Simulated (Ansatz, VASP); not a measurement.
**AgCl: VASP beside Ansatz**

Contents of INCAR:

```
PREC     = Accurate       # precision mode
ENCUT    = 520            # plane-wave cutoff, eV
EDIFF    = 1E-6           # SCF threshold, eV
ISMEAR   = 0              # smearing method
SIGMA    = 0.05           # smearing width, eV
LREAL    = F              # projectors in reciprocal space
LASPH    = T              # aspherical terms in the spheres
NELM     = 60             # most SCF steps
ALGO     = Normal         # electronic algorithm
ISIF     = 2              # what is computed and relaxed
LWAVE    = F              # write WAVECAR
LCHARG   = F              # write CHGCAR
GGA      = PE             # functional
NBANDS   = 16             # bands
```

KPOINTS

```
Automatic mesh
0
Gamma
  8 8 8
```

The input POSCAR:

```
AgCl
1.0
    0.0415972500      2.7731500000      2.7731500000
    2.8147472500      0.0000000000      2.8147472500
    2.7731500000      2.7731500000      0.0415972500
Ag Cl
1 1
Direct
    0.5000000000      0.5000000000      0.5000000000
    0.0000000000      0.0000000000      0.0000000000
```

Input for Ansatz:

```yaml
crystal:
  lattice:
    - [0.04159725, 2.77315, 2.77315]
    - [2.81474725, 0.0, 2.81474725]
    - [2.77315, 2.77315, 0.04159725]
  atoms:
    - { symbol: Ag, position: [0.5, 0.5, 0.5] }
    - { symbol: Cl, position: [0.0, 0.0, 0.0] }
basis:
  ecutwfc: 420
kpoints:
  mp_grid: { grid: [8, 8, 8] }
hamiltonian:
  xc: pbe
scf:
  occupations: { method: gaussian, width: 0.05 }
output:
  forces: true
  stress: true
  eigenvalues: true
```

Change from the starting cell: strain +0.0300 x Voigt [0, 0, 0, 0, 1, 0], atoms carried along.

Alike in both runs: task single point; functional PBE; k mesh 8 × 8 × 8; occupations gaussian, width 0.05 eV; no spin polarisation.

|  | VASP | Ansatz |
| --- | --- | --- |
| version | VASP 6.6.1 | Ansatz 0.2.0 |
| potentials or method | VASP PAW PBE potentials, release 64 (Ag, Cl), cutoff 520 eV | scalar-relativistic, plane waves, PAW |
| valence electrons in the cell | 18 | 26 |

Ansatz gave:

```
gap on the k mesh at the Fermi level (eV)                     : 0.88
least direct gap on the mesh (eV)                             : 3.15
pressure (GPa)                                                : 1.6
traceless stress, the component that is largest in VASP (GPa) : -0.16
```

Task: What did VASP give for the same quantities?

Result: gap on the k mesh at the Fermi level (eV): 0.88; least direct gap on the mesh (eV): 3.15; pressure (GPa): 1.5; traceless stress, the component that is largest in VASP (GPa): -0.16.

VASP's potentials hold 18 valence electrons a cell and Ansatz's 26, so a difference there can come from the potentials and not from the codes.
